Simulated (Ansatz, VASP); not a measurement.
## Two plane-wave programs on Hf2S

The input INCAR:

```
PREC     = Accurate       # precision mode
ENCUT    = 520            # plane-wave cutoff, eV
EDIFF    = 1E-6           # SCF threshold, eV
ISMEAR   = 0              # smearing method
SIGMA    = 0.05           # smearing width, eV
LREAL    = False          # projectors in reciprocal space
LASPH    = True           # aspherical terms in the spheres
NELM     = 80             # most SCF steps
ALGO     = Normal         # electronic algorithm
ISIF     = 2              # what is computed and relaxed
LWAVE    = False          # write WAVECAR
LCHARG   = False          # write CHGCAR
GGA      = PS             # functional
NBANDS   = 35             # bands
```

File KPOINTS:

```
Automatic mesh
0
Gamma
  6 6 2
```

File POSCAR:

```
Hf2S
1.0
    3.3742737662      0.0000000000      0.0000000000
   -1.6871368831      2.9222068008      0.0000000000
    0.0000000000      0.0000000000     11.7174070300
Hf S
4 2
Direct
    0.6666666667      0.3333333333      0.8998116400
    0.3333333333      0.6666666667      0.3998116400
    0.6666666667      0.3333333333      0.6001883600
    0.3333333333      0.6666666667      0.1001883600
    0.0000000000      0.0000000000      0.7500000000
    0.0000000000      0.0000000000      0.2500000000
```

Input for Ansatz:

```yaml
crystal:
  lattice:
    - [3.3742737662, 0.0, 0.0]
    - [-1.6871368831, 2.9222068008, 0.0]
    - [0.0, 0.0, 11.71740703]
  atoms:
    - { symbol: Hf, position: [0.6666666667, 0.3333333333, 0.89981164] }
    - { symbol: Hf, position: [0.3333333333, 0.6666666667, 0.39981164] }
    - { symbol: Hf, position: [0.6666666667, 0.3333333333, 0.60018836] }
    - { symbol: Hf, position: [0.3333333333, 0.6666666667, 0.10018836] }
    - { symbol: S, position: [0.0, 0.0, 0.75] }
    - { symbol: S, position: [0.0, 0.0, 0.25] }
basis:
  ecutwfc: 420
kpoints:
  mp_grid: { grid: [6, 6, 2] }
hamiltonian:
  xc: pbesol
scf:
  occupations: { method: gaussian, width: 0.05 }
output:
  forces: true
  stress: true
  eigenvalues: true
```

Alike in both runs: task single point; functional PBEsol; k mesh 6 × 6 × 2; occupations gaussian, width 0.05 eV; no spin polarisation.

|  | VASP | Ansatz |
| --- | --- | --- |
| version | VASP 6.6.1 | Ansatz 0.2.0 |
| potentials or method | VASP PAW PBE potentials, release 64 (Hf_pv, S), cutoff 520 eV | scalar-relativistic, plane waves, PAW |
| valence electrons in the cell | 52 | 116 |

VASP gave:

```
gap on the k mesh at the Fermi level (eV)                     : none
pressure (GPa)                                                : -3.4
traceless stress, the component that is largest in VASP (GPa) : -0.14
rms of the force components (eV/Å)                            : 0.113
```

Question: Which values does Ansatz return?

Answer: gap on the k mesh at the Fermi level (eV): none; pressure (GPa): -2.9; traceless stress, the component that is largest in VASP (GPa): -0.17; rms of the force components (eV/Å): 0.114.

VASP's potentials were made for PBE, not for PBEsol. Atom by atom the forces differ by 0.002 eV/Å (rms over components). A gap of «none» marks a metal or a gap that the smearing closes. VASP's potentials hold 52 valence electrons a cell and Ansatz's 116, so a difference there can come from the potentials and not from the codes.

Neither program's run includes spin-orbit coupling.
